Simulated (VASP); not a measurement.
# MnSb (Fm-3m) in VASP: a series of runs

Aim: see how the results for MnSb move with the level of theory and the settings. Levels: LDA+U, PBE+U, RPBE+U. Tasks: single point.

Program: VASP 6.6.1. These are calculated values, not measurements. Logs are shortened: lines on timing, memory, paths and dates and some standing lists are left out, and cuts for length are marked.

**1. The cell of the first run**

It takes space group Fm-3m (No. 225, cubic). Conventional cell: a = 5.104 Å, b = 5.104 Å, c = 5.104 Å, α = 90.00°, β = 90.00°, γ = 90.00°. Within 3.4 Å of Mn (site symmetry m-3m) lie 6 Sb at 2.55 Å. Sb (site symmetry m-3m) has 6 Mn at 2.55 Å within 3.4 Å.

**2. Single point, LDA+U, collinear spin, ferrimagnetic start**

INCAR reads:

```
PREC = Accurate
ENCUT = 520
EDIFF = 1E-6
ISMEAR = 0
SIGMA = 0.1
LREAL = F
LASPH = T
NELM = 150
ALGO = Normal
ISIF = 2
LWAVE = F
LCHARG = F
ISPIN = 2
MAGMOM = 4.18 -0.12
LORBIT = 11
LMAXMIX = 4
LDAU = T
LDAUTYPE = 2
LDAUL = 2 -1
LDAUU = 5.2 0
LDAUJ = 0 0
LDAUPRINT = 1
GGA = CA
NBANDS = 20
```

KPOINTS reads:

```
Automatic mesh
0
Gamma
  4 4 4
```

POSCAR reads:

```
MnSb
1.0
    0.0000000000      2.5517954022      2.5517954022
    2.5517954022      0.0000000000      2.5517954022
    2.5517954022      2.5517954022      0.0000000000
Mn Sb
1 1
Direct
    0.0000000000      0.0000000000      0.0000000000
    0.5000000000      0.5000000000      0.5000000000
```

Potentials or basis: VASP PAW LDA potentials, release 64 (Mn_pv, Sb).

Run with:

```bash
cat potpaw_LDA.64/Mn_pv/POTCAR potpaw_LDA.64/Sb/POTCAR > POTCAR
mpirun -np 1 vasp_std > vasp.out
```

OUTCAR:

```text
PREC = Accurate
   ENCUT = 520
   EDIFF = 1E-6
   ISMEAR = 0
   LREAL = F
   LASPH = T
   NELM = 150
   ISIF = 2
   ISPIN = 2
   LORBIT = 11
   GGA = CA

 ion  position               nearest neighbor table
   1  0.000  0.000  0.000-   2 2.55   2 2.55   2 2.55   2 2.55   2 2.55   2 2.55
   2  0.500  0.500  0.500-   1 2.55   1 2.55   1 2.55   1 2.55   1 2.55   1 2.55

  LATTYP: Found a face centered cubic cell.
 ALAT       =     5.1035908044

  Lattice vectors:

 A1 = (   0.0000000000,   2.5517954022,   2.5517954022)
 A2 = (   2.5517954022,   0.0000000000,   2.5517954022)
 A3 = (   2.5517954022,   2.5517954022,   0.0000000000)

Analysis of symmetry for initial positions (statically):
=====================================================================
 Subroutine PRICEL returns:
 Original cell was already a primitive cell.

 Routine SETGRP: Setting up the symmetry group for a
 face centered cubic supercell.

 Subroutine GETGRP returns: Found 48 space group operations
 (whereof 48 operations were pure point group operations)
 out of a pool of 48 trial point group operations.

The static configuration has the point symmetry O_h .

Analysis of symmetry for dynamics (positions and initial velocities):
=====================================================================
 Subroutine PRICEL returns:
 Original cell was already a primitive cell.

 Routine SETGRP: Setting up the symmetry group for a
 face centered cubic supercell.

 Subroutine GETGRP returns: Found 48 space group operations
 (whereof 48 operations were pure point group operations)
 out of a pool of 48 trial point group operations.

The dynamic configuration has the point symmetry O_h .

Analysis of structural, dynamic, and magnetic symmetry:
=====================================================================
 Subroutine PRICEL returns:
 Original cell was already a primitive cell.

 Routine SETGRP: Setting up the symmetry group for a
 face centered cubic supercell.

 Subroutine GETGRP returns: Found 48 space group operations
[... 155 lines left out ...]
  o =  0.2304  v =  0.0000  0.0000  0.0000  0.0000  0.0000 -0.0000  0.0000 -0.9988  0.0000 -0.0496      0.0000  0.0000  0.0000  0.0000  0.0000  0.0000  0.0000  0.0000  0.0000  0.0000
  o =  0.8767  v =  0.0000  0.0000  0.4312 -0.0000 -0.9023  0.0000  0.0000  0.0000  0.0000  0.0000      0.0000  0.0000  0.0000  0.0000  0.0000  0.0000  0.0000  0.0000  0.0000  0.0000
  o =  0.8767  v =  0.0000  0.0000 -0.9023 -0.0000 -0.4312  0.0000  0.0000  0.0000  0.0000  0.0000      0.0000  0.0000  0.0000  0.0000  0.0000  0.0000  0.0000  0.0000  0.0000  0.0000
  o =  0.9188  v =  0.0000  0.9835 -0.0000  0.1811  0.0000  0.0000  0.0000  0.0000  0.0000  0.0000      0.0000  0.0000  0.0000  0.0000  0.0000  0.0000  0.0000  0.0000  0.0000  0.0000
  o =  0.9188  v =  1.0000  0.0000  0.0000  0.0000  0.0000  0.0000  0.0000  0.0000  0.0000  0.0000      0.0000  0.0000  0.0000  0.0000  0.0000  0.0000  0.0000  0.0000  0.0000  0.0000
  o =  0.9188  v =  0.0000  0.1811  0.0000 -0.9835  0.0000  0.0000  0.0000  0.0000  0.0000  0.0000      0.0000  0.0000  0.0000  0.0000  0.0000  0.0000  0.0000  0.0000  0.0000  0.0000

 number of electron      18.0000009 magnetization       3.8262147

 Free energy of the ion-electron system (eV)
  ---------------------------------------------------
  ext. energy  EPLUGINS =         0.00000000
  ---------------------------------------------------
  free energy    TOTEN  =       -10.51844185 eV

  energy without entropy =      -10.51138404  energy(sigma->0) =      -10.51491295

 E-fermi :  11.2554     XC(G=0): -12.1171

 val. band max:       11.1843708621   @ k =   0.2500   0.2500   0.0000
 cond. band min:      11.3683260922   @ k =   0.5000   0.2500   0.0000
 fundamental gap:      0.1839552301
 Fermi energy:        11.2553917197

 spin component 1

 k-point     1 :       0.0000    0.0000    0.0000
  band No.  band energies     occupation
      1     -38.7617      1.00000
      2     -38.7617      1.00000
      3     -38.7617      1.00000
      4      -2.3614      1.00000
      5       5.7987      1.00000
      6       5.7987      1.00000
[... 160 lines left out ...]
      6       5.0170      1.00000
[... 12 lines left out ...]
     19      27.3790      0.00000
     20      28.3050      0.00000
 Fermi energy:        11.2553917197

 spin component 2

 k-point     1 :       0.0000    0.0000    0.0000
  band No.  band energies     occupation
      1     -34.9889      1.00000
      2     -34.9889      1.00000
      3     -34.9889      1.00000
      4      -2.1889      1.00000
      5      12.0739      0.00000
      6      12.0739      0.00000
[... 173 lines left out ...]
     19      27.6789      0.00000
     20      28.7372      0.00000

------------------------ aborting loop because EDIFF is reached ----------------------------------------

  FORCE on cell =-STRESS in cart. coord.  units (eV):
  Direction    XX          YY          ZZ          XY          YZ          ZX
  --------------------------------------------------------------------------------------
  -------------------------------------------------------------------------------------
  Total        7.1616434      7.1616434      7.1616434     -0.0000000     -0.0000000      0.0000000
  in kB      345.2675234    345.2675234    345.2675234     -0.0000000     -0.0000000      0.0000000
  external PRESSURE =     345.2675234 kB  Pullay stress =       0.0000000 kB

 VOLUME and BASIS-vectors are now :
 -----------------------------------------------------------------------------
  energy-cutoff  :      520.00
  volume of cell :       33.23
      direct lattice vectors                 reciprocal lattice vectors
     0.000000000  2.551795402  2.551795402    -0.195940474  0.195940474  0.195940474
     2.551795402  0.000000000  2.551795402     0.195940474 -0.195940474  0.195940474
     2.551795402  2.551795402  0.000000000     0.195940474  0.195940474 -0.195940474

 POSITION                                       TOTAL-FORCE (eV/Angst)
 -----------------------------------------------------------------------------------
      0.00000      0.00000      0.00000         0.000000     -0.000000      0.000000
      2.55180      2.55180      2.55180        -0.000000      0.000000     -0.000000
 -----------------------------------------------------------------------------------
    total drift:                               -0.000000     -0.000000      0.000000

  FREE ENERGIE OF THE ION-ELECTRON SYSTEM (eV)
  ---------------------------------------------------
  free  energy   TOTEN  =       -10.5184418491 eV

  energy  without entropy=      -10.5113840410  energy(sigma->0) =      -10.51491295

 total charge

# of ion       s       p       d       tot
------------------------------------------
    1        0.344   6.318   5.150  11.811
    2        1.154   1.513   0.068   2.735
--------------------------------------------------
tot          1.498   7.830   5.218  14.546

 magnetization (x)

# of ion       s       p       d       tot
------------------------------------------
    1        0.071   0.036   3.833   3.940
    2        0.008  -0.185   0.015  -0.162
--------------------------------------------------
tot          0.079  -0.149   3.848   3.777
```

Run time: 19 s. Hardware: 1 thread of Intel Xeon 8259CL, shared host; peak memory 0.15 GiB.

Results:

| Item | Value |
| --- | --- |
| Free energy | -10.5184 eV |
| Pressure | 34.5 GPa |
| Net moment | 3.83 μB per cell |
| Site moments | Mn +3.94; Sb -0.16 μB |
| Valence electrons inside the program's atomic spheres | Mn 11.81; Sb 2.73 |

Eigenvalues of the final occupation matrices:
| site | spin | trace | eigenvalues |
| --- | --- | --- | --- |
| site 1 d | 1 | 4.51 | 0.88 0.88 0.92 0.92 0.92 |
| site 1 d | 2 | 0.67 | 0.07 0.07 0.07 0.23 0.23 |

Caveat: the k points lie up to 0.53 Å⁻¹ apart; spin-orbit coupling is left out, which moves the levels of the heavy elements; a cell with one magnetic atom can't hold antiferromagnetic order, which such compounds often take; the U is typed as a test and isn't derived for this compound. The state reached can hang on the start; a lower one may exist.

**3. Single point, PBE+U, collinear spin, ferrimagnetic start**

This run uses another cell than the first one, of 21.83 Å³/atom, 1.314 times its volume.

INCAR reads:

```
SYSTEM = MnSb
PREC = Accurate
ENCUT = 520
EDIFF = 1E-6
ISMEAR = -5
SIGMA = 0.1
LREAL = .False.
LASPH = .True.
NELM = 150
ALGO = Normal
ISIF = 2
LWAVE = .False.
LCHARG = .True.
ISPIN = 2
MAGMOM = 4.18 -0.12
LORBIT = 11
LMAXMIX = 4
LDAU = .True.
LDAUTYPE = 2
LDAUL = 2 -1
LDAUU = 6.3 0
LDAUJ = 0 0
LDAUPRINT = 1
GGA = PE
LELF = .True.
LVHAR = .True.
NBANDS = 20
```

KPOINTS reads:

```
Automatic mesh
0
Gamma
  4 4 4
  0 0 0
```

POSCAR reads:

```
MnSb
1.0
    0.0000000000      2.7950160000      2.7950160000
    2.7950160000      0.0000000000      2.7950160000
    2.7950160000      2.7950160000      0.0000000000
Mn Sb
1 1
Direct
    0.0000000000      0.0000000000      0.0000000000
    0.5000000000      0.5000000000      0.5000000000
```

Potentials or basis: VASP PAW PBE potentials, release 64 (Mn_pv, Sb).

Run with:

```bash
cat potpaw_PBE.64/Mn_pv/POTCAR potpaw_PBE.64/Sb/POTCAR > POTCAR
mpirun -np 1 vasp_std > vasp.out
```

OUTCAR:

```text
SYSTEM = MnSb
   PREC = Accurate
   ENCUT = 520
   EDIFF = 1E-6
   ISMEAR = -5
   LREAL = .False.
   LASPH = .True.
   NELM = 150
   ISIF = 2
   ISPIN = 2
   LORBIT = 11
   GGA = PE

 ion  position               nearest neighbor table
   1  0.000  0.000  0.000-   2 2.80   2 2.80   2 2.80   2 2.80   2 2.80   2 2.80
   2  0.500  0.500  0.500-   1 2.80   1 2.80   1 2.80   1 2.80   1 2.80   1 2.80

  LATTYP: Found a face centered cubic cell.
 ALAT       =     5.5900320000

  Lattice vectors:

 A1 = (   0.0000000000,   2.7950160000,   2.7950160000)
 A2 = (   2.7950160000,   0.0000000000,   2.7950160000)
 A3 = (   2.7950160000,   2.7950160000,   0.0000000000)
[... 601 lines left out ...]

 VOLUME and BASIS-vectors are now :
 -----------------------------------------------------------------------------
  energy-cutoff  :      520.00
  volume of cell :       43.67
      direct lattice vectors                 reciprocal lattice vectors
     0.000000000  2.795016000  2.795016000    -0.178889853  0.178889853  0.178889853
     2.795016000  0.000000000  2.795016000     0.178889853 -0.178889853  0.178889853
     2.795016000  2.795016000  0.000000000     0.178889853  0.178889853 -0.178889853

 POSITION                                       TOTAL-FORCE (eV/Angst)
 -----------------------------------------------------------------------------------
      0.00000      0.00000      0.00000         0.000000     -0.000000     -0.000000
      2.79502      2.79502      2.79502        -0.000000      0.000000      0.000000
 -----------------------------------------------------------------------------------
    total drift:                               -0.000000      0.000000      0.000000

  FREE ENERGIE OF THE ION-ELECTRON SYSTEM (eV)
  ---------------------------------------------------
  free  energy   TOTEN  =       -10.3473498026 eV

  energy  without entropy=      -10.3473498026  energy(sigma->0) =      -10.34734980

 total charge

# of ion       s       p       d       tot
------------------------------------------
    1        0.293   6.207   4.910  11.410
    2        1.155   1.370   0.025   2.550
--------------------------------------------------
tot          1.448   7.576   4.935  13.960

 magnetization (x)

# of ion       s       p       d       tot
------------------------------------------
    1        0.076   0.028   4.348   4.451
    2        0.013  -0.289   0.008  -0.268
--------------------------------------------------
tot          0.089  -0.262   4.356   4.183
```

OSZICAR:

```text
N       E                     dE             d eps       ncg     rms          rms(c)
DAV:   1     0.135989471181E+03    0.13599E+03   -0.95662E+03   656   0.859E+02
DAV:   2    -0.408952765134E+01   -0.14008E+03   -0.13324E+03   672   0.251E+02
DAV:   3    -0.893058724303E+01   -0.48411E+01   -0.48150E+01   768   0.538E+01
DAV:   4    -0.899314580113E+01   -0.62559E-01   -0.62691E-01   720   0.593E+00
DAV:   5    -0.899484993372E+01   -0.17041E-02   -0.17052E-02   740   0.966E-01    0.875E+00
DAV:   6    -0.100626158726E+02   -0.10678E+01   -0.69275E+00   668   0.320E+01    0.123E+01
DAV:   7    -0.103482294302E+02   -0.28561E+00   -0.72121E-01   664   0.962E+00    0.547E+00
DAV:   8    -0.103505923461E+02   -0.23629E-02   -0.77697E-02   704   0.271E+00    0.260E+00
DAV:   9    -0.103453311708E+02    0.52612E-02   -0.22421E-02   700   0.157E+00    0.587E-01
DAV:  10    -0.103470427313E+02   -0.17116E-02   -0.42635E-03   700   0.738E-01    0.209E-01
DAV:  11    -0.103475313164E+02   -0.48859E-03   -0.52756E-04   740   0.205E-01    0.540E-02
DAV:  12    -0.103474735203E+02    0.57796E-04   -0.86286E-05   652   0.111E-01    0.269E-02
DAV:  13    -0.103473445425E+02    0.12898E-03   -0.25912E-05   676   0.274E-02    0.173E-02
DAV:  14    -0.103473434611E+02    0.10814E-05   -0.14215E-06   604   0.111E-02    0.754E-03
DAV:  15    -0.103473408186E+02    0.26426E-05   -0.12423E-06   584   0.127E-02    0.572E-03
DAV:  16    -0.103473516859E+02   -0.10867E-04   -0.32810E-07   356   0.828E-03    0.134E-03
DAV:  17    -0.103473498109E+02    0.18750E-05   -0.43179E-08   328   0.151E-03    0.959E-04
DAV:  18    -0.103473498026E+02    0.83410E-08   -0.34768E-09   320   0.477E-04
   1 F= -.10347350E+02 E0= -.10347350E+02  d E =0.000000E+00  mag=     4.1485
```

Run time: 51 s. Hardware: 1 thread of Intel Xeon 8259CL, shared host; peak memory 0.19 GiB.

Results:

* Free energy: -10.3473 eV
* Pressure: 10.2 GPa
* Net moment: 4.15 μB per cell
* Site moments: Mn +4.45; Sb -0.27 μB
* Valence electrons inside the program's atomic spheres: Mn 11.41; Sb 2.55

Eigenvalues of the final occupation matrices:
| site | spin | trace | eigenvalues |
| --- | --- | --- | --- |
| site 1 d | 1 | 4.64 | 0.92 0.92 0.93 0.93 0.93 |
| site 1 d | 2 | 0.29 | 0.02 0.02 0.02 0.12 0.12 |

Caveat: the k points lie up to 0.49 Å⁻¹ apart; spin-orbit coupling is left out, which moves the levels of the heavy elements; a cell with one magnetic atom can't hold antiferromagnetic order, which such compounds often take; the U is typed as a test and isn't derived for this compound; tetrahedron occupations give inexact forces and stress in metals. The state reached can hang on the start; a lower one may exist.

**4. Single point, RPBE+U, collinear spin, ferrimagnetic start**

This run uses another cell than the first one, of 21.83 Å³/atom, 1.314 times its volume.

INCAR reads:

```
SYSTEM = MnSb
ALGO     = Normal         ! electronic algorithm
EDIFF    = 1E-6           ! SCF threshold, eV
ENCUT    = 500            ! plane-wave cutoff, eV
GGA      = RP             ! functional
GGA_COMPAT= .False.      
ISIF     = 2              ! what is computed and relaxed
ISMEAR   = 0              ! smearing method
ISPIN    = 2              ! spin polarisation
ISYM     = 0            
LASPH    = .True.         ! aspherical terms in the spheres
LCHARG   = .True.         ! write CHGCAR
LDAU     = .True.         ! DFT+U
LDAUJ    = 0.96 0       
LDAUL    = 2 -1           ! shell
LDAUPRINT= 1            
LDAUTYPE = 1            
LDAUU    = 7 0            ! U, eV
LELF     = .True.         ! ELF
LMAXMIX  = 4              ! l up to which the mixer works
LORBIT   = 11             ! projections on sites
LREAL    = .False.        ! projectors in reciprocal space
LVHAR    = .True.       
LWAVE    = .False.        ! write WAVECAR
MAGMOM   = 4.18 -0.12     ! initial moments
NBANDS   = 20             ! bands
NELM     = 200            ! most SCF steps
PREC     = Accurate       ! precision mode
SIGMA    = 0.1            ! smearing width, eV
```

KPOINTS reads:

```
Automatic mesh
0
Gamma
  2 3 1
  0.25 0.25 0.25
```

POSCAR is that of step 3.

Run with:

```bash
cat potpaw_PBE.64/Mn_pv/POTCAR potpaw_PBE.64/Sb/POTCAR > POTCAR
mpirun -np 1 vasp_std > vasp.out
```

It took 27 s on 1 thread of Intel Xeon Platinum 8259CL at 2.50GHz (Skylake/Cascade Lake), shared host; peak memory 0.18 GiB.

Results (log left out):

- Free energy: -10.1043 eV
- Pressure: 11.9 GPa
- Net moment: 4.33 μB per cell
- Site moments: Mn +4.51; Sb -0.20 μB
- Valence electrons inside the program's atomic spheres: Mn 11.38; Sb 2.52

Stress tensor (GPa, compression positive):
```
 9.11  4.99 -1.22
 4.99 13.31 -3.20
-1.22 -3.20 13.18
```

Levels at points of the mesh, in eV from the Fermi level:
Spin up:
```
           k point  band 9  band 10  band 11  band 12  band 13  band 14
(0.12, 0.08, 0.25)   -5.57    -0.87     0.68     2.06     6.15     6.32
```
Spin down:
| k point | band 3 | band 4 | band 5 | band 6 | band 7 | band 8 | band 9 | band 10 | band 11 | band 12 |
| --- | --- | --- | --- | --- | --- | --- | --- | --- | --- | --- |
| (0.12, 0.08, 0.25) | -46.08 | -10.71 | -1.23 | -0.33 | 0.33 | 2.58 | 2.74 | 3.38 | 3.54 | 4.48 |

Eigenvalues of the final occupation matrices:
```tsv
site	spin	trace	eigenvalues
site 1 d	1	4.65	0.91 0.93 0.94 0.94 0.94
site 1 d	2	0.23	0.01 0.02 0.03 0.06 0.11
```

Caveat: the k points lie up to 1.95 Å⁻¹ apart; the PAW data sets were made with another functional, which shifts forces and pressure a little; spin-orbit coupling is left out, which moves the levels of the heavy elements; a cell with one magnetic atom can't hold antiferromagnetic order, which such compounds often take; the U is typed as a test and isn't derived for this compound. The state reached can hang on the start; a lower one may exist.

**5. The runs side by side**

```tsv
level	potentials or basis	U	cell	k mesh	cutoff (eV)	smearing	LDAUTYPE	hund's J	gap on the mesh (eV)	pressure (GPa)	moment (μB)
LDA+U	VASP PAW LDA potentials, release 64 (Mn_pv, Sb)	Mn d U = 5.2 eV	a = 3.609 Å, angles 60.0°, 2 atoms	4 × 4 × 4	520	gaussian 0.1 eV	-	-	none	34.5	3.83
PBE+U	VASP PAW PBE potentials, release 64 (Mn_pv, Sb)	Mn d U = 6.3 eV	a = 3.953 Å, angles 60.0°, 2 atoms	4 × 4 × 4	520	tetrahedron	-	-	none	10.2	4.15
RPBE+U	VASP PAW PBE potentials, release 64 (Mn_pv, Sb)	Mn d U = 7.0 eV, J = 0.96 eV	a = 3.953 Å, angles 60.0°, 2 atoms	2 × 3 × 1, shifted	500	gaussian 0.1 eV	1	0.96	none	11.9	4.33
```

Alike in all rows: task single point; spin collinear, ferrimagnetic start.

Caveats: all runs use coarse meshes; spin-orbit coupling is left out, which moves the levels of the heavy elements; a cell with one magnetic atom can't hold antiferromagnetic order, which such compounds often take; the U is typed as a test and isn't derived for this compound; tetrahedron occupations give inexact forces and stress in metals (some runs); the PAW data sets were made with another functional, which shifts forces and pressure a little (some runs).

Total energies depend on the potentials used, so only differences within one code and one set of settings carry meaning.
